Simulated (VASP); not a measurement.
# EuS (Fm-3m) in VASP: notebook, part 2 of 2

VASP 6.6.1. The steps go on from the part before.

### 3 Single point, PBE+D3(BJ), collinear spin, ferromagnetic start

This run uses another cell than the first one, of 23.94 Å³/atom.

INCAR

```
PREC     = Accurate       # precision mode
ENCUT    = 600            # plane-wave cutoff, eV
EDIFF    = 1E-6           # SCF threshold, eV
ISMEAR   = -1             # smearing method
SIGMA    = 0.05           # smearing width, eV
LREAL    = False          # projectors in reciprocal space
LASPH    = True           # aspherical terms in the spheres
NELM     = 200            # most SCF steps
ALGO     = Normal         # electronic algorithm
ISIF     = 2              # what is computed and relaxed
LWAVE    = False          # write WAVECAR
LCHARG   = False          # write CHGCAR
ISPIN    = 2              # spin polarisation
MAGMOM   = 7 0            # initial moments
LORBIT   = 11             # projections on sites
LMAXMIX  = 6              # l up to which the mixer works
GGA      = PE             # functional
IVDW     = 12             # dispersion correction
NBANDS   = 22             # bands
GGA_COMPAT= False
```

KPOINTS

```
Automatic mesh
0
Gamma
  8 8 8
```

POSCAR

```
EuS
1.0
    0.0000000000      2.8819339062      2.8819339062
    2.8819339062      0.0000000000      2.8819339062
    2.8819339062      2.8819339062      0.0000000000
Eu S
1 1
Direct
    0.0000000000      0.0000000000      0.0000000000
    0.5000000000      0.5000000000      0.5000000000
```

Potentials or basis: VASP PAW PBE potentials, release 64 (Eu, S).

Command:

```bash
> cat potpaw_PBE.64/Eu/POTCAR potpaw_PBE.64/S/POTCAR > POTCAR
> mpirun -np 1 vasp_std > vasp.out
```

OUTCAR:

```text
PREC = Accurate
   ENCUT = 600
   EDIFF = 1E-6
   ISMEAR = -1
   LREAL = False
   LASPH = True
   NELM = 200
   ISIF = 2
   ISPIN = 2
   LORBIT = 11
   GGA = PE
   IVDW = 12
 IVDW          = 12

 ion  position               nearest neighbor table
   1  0.000  0.000  0.000-   2 2.88   2 2.88   2 2.88   2 2.88   2 2.88   2 2.88
   2  0.500  0.500  0.500-   1 2.88   1 2.88   1 2.88   1 2.88   1 2.88   1 2.88

  LATTYP: Found a face centered cubic cell.
 ALAT       =     5.7638678124

  Lattice vectors:

 A1 = (   0.0000000000,   2.8819339062,   2.8819339062)
 A2 = (   2.8819339062,   0.0000000000,   2.8819339062)
 A3 = (   2.8819339062,   2.8819339062,   0.0000000000)

Analysis of symmetry for initial positions (statically):
=====================================================================
 Subroutine PRICEL returns:
 Original cell was already a primitive cell.

 Routine SETGRP: Setting up the symmetry group for a
 face centered cubic supercell.

 Subroutine GETGRP returns: Found 48 space group operations
 (whereof 48 operations were pure point group operations)
 out of a pool of 48 trial point group operations.

The static configuration has the point symmetry O_h .

Analysis of symmetry for dynamics (positions and initial velocities):
=====================================================================
 Subroutine PRICEL returns:
 Original cell was already a primitive cell.

 Routine SETGRP: Setting up the symmetry group for a
 face centered cubic supercell.

 Subroutine GETGRP returns: Found 48 space group operations
 (whereof 48 operations were pure point group operations)
 out of a pool of 48 trial point group operations.

The dynamic configuration has the point symmetry O_h .

Analysis of structural, dynamic, and magnetic symmetry:
=====================================================================
 Subroutine PRICEL returns:
 Original cell was already a primitive cell.

 Routine SETGRP: Setting up the symmetry group for a
 face centered cubic supercell.

 Subroutine GETGRP returns: Found 48 space group operations
[... 147 lines left out ...]
  free energy    TOTEN  =       -19.91622656 eV

  energy without entropy =      -19.90382339  energy(sigma->0) =      -19.91002498

 E-fermi :   4.9003     XC(G=0): -10.1210

 val. band max:        4.8885862109   @ k =   0.2500   0.2500   0.0000
 cond. band min:       4.9627726787   @ k =   0.5000   0.3750   0.0000
 fundamental gap:      0.0741864678
 Fermi energy:         4.9002992158

 spin component 1

 k-point     1 :       0.0000    0.0000    0.0000
  band No.  band energies     occupation
      1     -36.5066      1.00000
      2     -15.1825      1.00000
      3     -15.1825      1.00000
      4     -15.1825      1.00000
      5      -8.8520      1.00000
      6       2.0558      1.00000
[... 589 lines left out ...]
     21      11.5876      0.00000
     22      12.9127      0.00000

 [... further k-points ...]

 spin component 2

 k-point     1 :       0.0000    0.0000    0.0000
  band No.  band energies     occupation
      1     -33.4531      1.00000
      2     -12.9472      1.00000
      3     -12.9472      1.00000
      4     -12.9472      1.00000
      5      -8.8219      1.00000
      6       2.2643      1.00000
[... 589 lines left out ...]
     21      12.6147      0.00000
     22      13.8290      0.00000

 [... further k-points ...]

------------------------ aborting loop because EDIFF is reached ----------------------------------------

 Edisp (eV)   -0.73125

 E8    (eV) :    -0.3452

  FORCE on cell =-STRESS in cart. coord.  units (eV):
  Direction    XX          YY          ZZ          XY          YZ          ZX
  --------------------------------------------------------------------------------------
  -------------------------------------------------------------------------------------
  Total      -0.08102    -0.08102    -0.08102     0.00000     0.00000    -0.00000
  in kB      -2.71166    -2.71166    -2.71166     0.00000     0.00000    -0.00000
  external pressure =       -2.71 kB  Pullay stress =        0.00 kB

 VOLUME and BASIS-vectors are now :
 -----------------------------------------------------------------------------
  energy-cutoff  :      600.00
  volume of cell :       47.87
      direct lattice vectors                 reciprocal lattice vectors
     0.000000000  2.881933906  2.881933906    -0.173494610  0.173494610  0.173494610
     2.881933906  0.000000000  2.881933906     0.173494610 -0.173494610  0.173494610
     2.881933906  2.881933906  0.000000000     0.173494610  0.173494610 -0.173494610

 POSITION                                       TOTAL-FORCE (eV/Angst)
 -----------------------------------------------------------------------------------
      0.00000      0.00000      0.00000         0.000000      0.000000     -0.000000
      2.88193      2.88193      2.88193         0.000000      0.000000      0.000000
 -----------------------------------------------------------------------------------
    total drift:                               -0.000000      0.000000      0.000000

  FREE ENERGIE OF THE ION-ELECTRON SYSTEM (eV)
  ---------------------------------------------------
  free  energy   TOTEN  =       -20.6474806363 eV

  energy  without entropy=      -20.6350774648  energy(sigma->0) =      -20.64127905

 total charge

# of ion       s       p       d       f       tot
--------------------------------------------------
    1        2.032   5.761   0.377   6.606  14.775
    2        1.318   2.460   0.000   0.000   3.778
--------------------------------------------------
tot          3.349   8.220   0.377   6.606  18.553

 magnetization (x)

# of ion       s       p       d       f       tot
--------------------------------------------------
    1       -0.014  -0.110   0.107   6.565   6.548
    2       -0.008  -0.069   0.000   0.000  -0.077
--------------------------------------------------
tot         -0.022  -0.180   0.107   6.565   6.471
```

OSZICAR:

```text
N       E                     dE             d eps       ncg     rms          rms(c)
DAV:   1     0.147408441637E+03    0.14741E+03   -0.95157E+03  3594   0.497E+03
DAV:   2     0.615954879946E+01   -0.14125E+03   -0.12330E+03  3500   0.397E+02
DAV:   3    -0.150940316755E+02   -0.21254E+02   -0.20769E+02  3722   0.115E+02
DAV:   4    -0.174382895346E+02   -0.23443E+01   -0.23257E+01  4930   0.249E+01
DAV:   5    -0.175335589538E+02   -0.95269E-01   -0.95166E-01  4186   0.688E+00    0.323E+01
DAV:   6    -0.206536677381E+02   -0.31201E+01   -0.34608E+00  3346   0.295E+01    0.194E+01
DAV:   7    -0.201338347459E+02    0.51983E+00   -0.47632E+00  3876   0.379E+01    0.130E+01
DAV:   8    -0.199647195259E+02    0.16912E+00   -0.29195E+00  3124   0.280E+01    0.103E+01
DAV:   9    -0.199210200925E+02    0.43699E-01   -0.38156E-01  4160   0.100E+01    0.377E+00
DAV:  10    -0.199166020280E+02    0.44181E-02   -0.31911E-02  4464   0.183E+00    0.142E+00
DAV:  11    -0.199167756851E+02   -0.17366E-03   -0.30801E-03  4574   0.563E-01    0.879E-01
DAV:  12    -0.199163359889E+02    0.43970E-03   -0.72944E-03  4144   0.133E+00    0.416E-01
DAV:  13    -0.199161982233E+02    0.13777E-03   -0.57599E-04  4438   0.294E-01    0.163E-01
DAV:  14    -0.199162195838E+02   -0.21361E-04   -0.51952E-05  4406   0.621E-02    0.109E-01
DAV:  15    -0.199162270687E+02   -0.74849E-05   -0.12604E-05  4162   0.380E-02    0.491E-02
DAV:  16    -0.199162265633E+02    0.50539E-06   -0.34626E-06  3432   0.274E-02
   1 F= -.20647481E+02 E0= -.20641279E+02  d E =-.124032E-01  mag=     6.9446
```

stdout:

```text
POSCAR found type information on POSCAR EuS
 POSCAR found :  2 types and       2 ions
 scaLAPACK will be used
 LDA part: xc-table for (Slater+PW92), standard interpolation
 POSCAR, INCAR and KPOINTS ok, starting setup
 FFT: planning ... GRIDC
 FFT: planning ... GRID_SOFT
 FFT: planning ... GRID
 WAVECAR not read
 entering main loop
```

Run time: 58 s. Hardware: 1 thread of Intel Xeon 6975P-C (Granite Rapids), shared host; peak memory 0.28 GiB.

Results:

```yaml
Free_energy: -20.6475 eV
Pressure: -0.3 GPa
Net_moment: 6.94 μB per cell
Site_moments: Eu +6.55; S -0.08 μB
Valence_electrons_inside_the_program's_atomic_spheres: Eu 14.78; S 3.78
Dispersion_energy_per_atom: -0.366 eV
```

Caveat: spin-orbit coupling is left out, which moves the levels of the heavy elements; a cell with one magnetic atom can't hold antiferromagnetic order, which such compounds often take; semilocal functionals describe open f shells poorly, which spoils levels, moments and volumes. The state reached can hang on the start; a lower one may exist.

### 4 Single point, PBEsol+D3(BJ), collinear spin, ferromagnetic start

This run uses another cell than the first one, of 24.84 Å³/atom.

INCAR

```
PREC = Accurate ; ENCUT = 600
EDIFF = 1E-6 ; ISMEAR = -1
SIGMA = 0.05 ; LREAL = F
LASPH = T ; NELM = 200
ALGO = Normal ; ISIF = 2
LWAVE = F ; LCHARG = F
ISPIN = 2 ; MAGMOM = 7 0
LORBIT = 11 ; LMAXMIX = 6
GGA = PS ; IVDW = 12
NBANDS = 22 ; GGA_COMPAT = F
```

KPOINTS

```
regular mesh
0
Gamma
  8 8 8
```

POSCAR

```
EuS
1.0
    0.0000000000      2.9176972248      2.9176972248
    2.9176972248      0.0000000000      2.9176972248
    2.9176972248      2.9176972248      0.0000000000
Eu S
1 1
Direct
    0.0000000000      0.0000000000      0.0000000000
    0.5000000000      0.5000000000      0.5000000000
```

Potentials or basis: VASP PAW PBE potentials, release 64 (Eu, S).

Command:

```bash
> cat potpaw_PBE.64/Eu/POTCAR potpaw_PBE.64/S/POTCAR > POTCAR
> mpirun -np 1 vasp_std > vasp.out
```

OUTCAR:

```text
PREC = Accurate
   ENCUT = 600
   EDIFF = 1E-6
   ISMEAR = -1
   LREAL = F
   LASPH = T
   NELM = 200
   ISIF = 2
   ISPIN = 2
   LORBIT = 11
   GGA = PS
   IVDW = 12
 IVDW          = 12

 ion  position               nearest neighbor table
   1  0.000  0.000  0.000-   2 2.92   2 2.92   2 2.92   2 2.92   2 2.92   2 2.92
   2  0.500  0.500  0.500-   1 2.92   1 2.92   1 2.92   1 2.92   1 2.92   1 2.92

  LATTYP: Found a face centered cubic cell.
 ALAT       =     5.8353944496

  Lattice vectors:

 A1 = (   0.0000000000,   2.9176972248,   2.9176972248)
 A2 = (   2.9176972248,   0.0000000000,   2.9176972248)
 A3 = (   2.9176972248,   2.9176972248,   0.0000000000)

Analysis of symmetry for initial positions (statically):
=====================================================================
 Subroutine PRICEL returns:
 Original cell was already a primitive cell.

 Routine SETGRP: Setting up the symmetry group for a
 face centered cubic supercell.
[... 801 lines left out ...]
      6       1.9346      1.00000
[... 589 lines left out ...]
     21      11.9832      0.00000
     22      13.0738      0.00000

 [... further k-points ...]

------------------------ aborting loop because EDIFF is reached ----------------------------------------

 Edisp (eV)   -0.71898

 E8    (eV) :    -0.5051

  FORCE on cell =-STRESS in cart. coord.  units (eV):
  Direction    XX          YY          ZZ          XY          YZ          ZX
  --------------------------------------------------------------------------------------
  -------------------------------------------------------------------------------------
  Total      -1.75004    -1.75004    -1.75004     0.00000     0.00000     0.00000
  in kB     -56.44277   -56.44277   -56.44277     0.00000     0.00000     0.00000
  external pressure =      -56.44 kB  Pullay stress =        0.00 kB

 VOLUME and BASIS-vectors are now :
 -----------------------------------------------------------------------------
  energy-cutoff  :      600.00
  volume of cell :       49.68
      direct lattice vectors                 reciprocal lattice vectors
     0.000000000  2.917697225  2.917697225    -0.171368021  0.171368021  0.171368021
     2.917697225  0.000000000  2.917697225     0.171368021 -0.171368021  0.171368021
     2.917697225  2.917697225  0.000000000     0.171368021  0.171368021 -0.171368021

 POSITION                                       TOTAL-FORCE (eV/Angst)
 -----------------------------------------------------------------------------------
      0.00000      0.00000      0.00000        -0.000000      0.000000     -0.000000
      2.91770      2.91770      2.91770         0.000000      0.000000      0.000000
 -----------------------------------------------------------------------------------
    total drift:                                0.000000      0.000000      0.000000

  FREE ENERGIE OF THE ION-ELECTRON SYSTEM (eV)
  ---------------------------------------------------
  free  energy   TOTEN  =       -21.2852365536 eV

  energy  without entropy=      -21.2723695551  energy(sigma->0) =      -21.27880305

 total charge

# of ion       s       p       d       f       tot
--------------------------------------------------
    1        2.026   5.726   0.356   6.610  14.718
    2        1.311   2.418   0.000   0.000   3.730
--------------------------------------------------
tot          3.337   8.144   0.356   6.610  18.448

 magnetization (x)

# of ion       s       p       d       f       tot
--------------------------------------------------
    1       -0.012  -0.099   0.102   6.572   6.564
    2       -0.008  -0.068   0.000   0.000  -0.076
--------------------------------------------------
tot         -0.019  -0.167   0.102   6.572   6.488
```

OSZICAR:

```text
N       E                     dE             d eps       ncg     rms          rms(c)
DAV:   1     0.147522924012E+03    0.14752E+03   -0.95066E+03  3564   0.501E+03
DAV:   2     0.518005446625E+01   -0.14234E+03   -0.12533E+03  3498   0.393E+02
DAV:   3    -0.156647352226E+02   -0.20845E+02   -0.20377E+02  3574   0.112E+02
DAV:   4    -0.181378619509E+02   -0.24731E+01   -0.24540E+01  4872   0.255E+01
DAV:   5    -0.182485009867E+02   -0.11064E+00   -0.11049E+00  4200   0.740E+00    0.318E+01
DAV:   6    -0.212510021004E+02   -0.30025E+01   -0.28980E+00  3354   0.267E+01    0.187E+01
DAV:   7    -0.207758292543E+02    0.47517E+00   -0.43305E+00  3684   0.351E+01    0.122E+01
DAV:   8    -0.206224972120E+02    0.15333E+00   -0.28808E+00  3196   0.271E+01    0.982E+00
DAV:   9    -0.205732682888E+02    0.49229E-01   -0.30360E-01  4280   0.875E+00    0.334E+00
DAV:  10    -0.205665935783E+02    0.66747E-02   -0.36250E-02  4484   0.252E+00    0.163E+00
DAV:  11    -0.205670315009E+02   -0.43792E-03   -0.34214E-03  4422   0.634E-01    0.113E+00
DAV:  12    -0.205664427671E+02    0.58873E-03   -0.87135E-03  4108   0.144E+00    0.408E-01
DAV:  13    -0.205662386619E+02    0.20411E-03   -0.95167E-04  4222   0.409E-01    0.138E-01
DAV:  14    -0.205662534069E+02   -0.14745E-04   -0.81732E-05  4130   0.685E-02    0.161E-01
DAV:  15    -0.205662583594E+02   -0.49525E-05   -0.11481E-05  4214   0.325E-02    0.506E-02
DAV:  16    -0.205662561194E+02    0.22399E-05   -0.75470E-06  3336   0.465E-02    0.220E-02
DAV:  17    -0.205662561495E+02   -0.30023E-07   -0.37667E-06  3170   0.211E-02
   1 F= -.21285237E+02 E0= -.21278803E+02  d E =-.128670E-01  mag=     6.9493
```

It took 63 s on 1 thread of Intel Xeon 6975P-C (Granite Rapids), shared host; peak memory 0.29 GiB.

What came out:

```
Free energy                                           : -21.2852 eV
Pressure                                              : -5.6 GPa
Net moment                                            : 6.95 μB per cell
Site moments                                          : Eu +6.56; S -0.08 μB
Valence electrons inside the program's atomic spheres : Eu 14.72; S 3.73
Dispersion energy per atom                            : -0.359 eV
```

Caveat: the cell stands under tension; the PAW data sets were made with another functional, which shifts forces and pressure a little; spin-orbit coupling is left out, which moves the levels of the heavy elements; a cell with one magnetic atom can't hold antiferromagnetic order, which such compounds often take; semilocal functionals describe open f shells poorly, which spoils levels, moments and volumes.

### 5 Summary

| level | cell | gap on the mesh (eV) | pressure (GPa) | moment (μB) |
| --- | --- | --- | --- | --- |
| SVWN5 | a = 3.998 Å, angles 60.0°, 2 atoms | none | -1.1 | 6.84 |
| PBE+D3(BJ) | a = 4.076 Å, angles 60.0°, 2 atoms | none | -0.3 | 6.94 |
| PBEsol+D3(BJ) | a = 4.126 Å, angles 60.0°, 2 atoms | none | -5.6 | 6.95 |

Alike in all rows: task single point; potentials or basis VASP PAW PBE potentials, release 64 (Eu, S); spin collinear, ferromagnetic start; k mesh 8 × 8 × 8; cutoff (eV) 600; smearing fermi-dirac 0.05 eV.

Caveats: spin-orbit coupling is left out, which moves the levels of the heavy elements; a cell with one magnetic atom can't hold antiferromagnetic order, which such compounds often take; semilocal functionals describe open f shells poorly, which spoils levels, moments and volumes; the PAW data sets were made with another functional, which shifts forces and pressure a little (at least some runs); the cell stands under tension (at least some runs).

Total energies depend on the potentials used, so only differences within one code and one set of settings carry meaning.

### 6 Comparison with measurements

Step 3. Against the measured gap of EuS, 1.72 eV (optical; 300 K; powder; “Crystal-field mediated electronic transitions of EuS up to 35 GPa”, 2022, pmc:8786971), the calculated 0.00 eV is off by -1.72 eV. So large a miss can be the level of theory's own, or it may mean another phase, state or a wrong row. Spin-orbit coupling on Eu is left out. The value is that of PBE+D3(BJ) on a finite k mesh, which can miss the band edges, without temperature or zero-point motion. Semilocal functionals fall short of measured gaps as a rule. The run's magnetic order (collinear spin, ferromagnetic start) needn't be the measured crystal's.
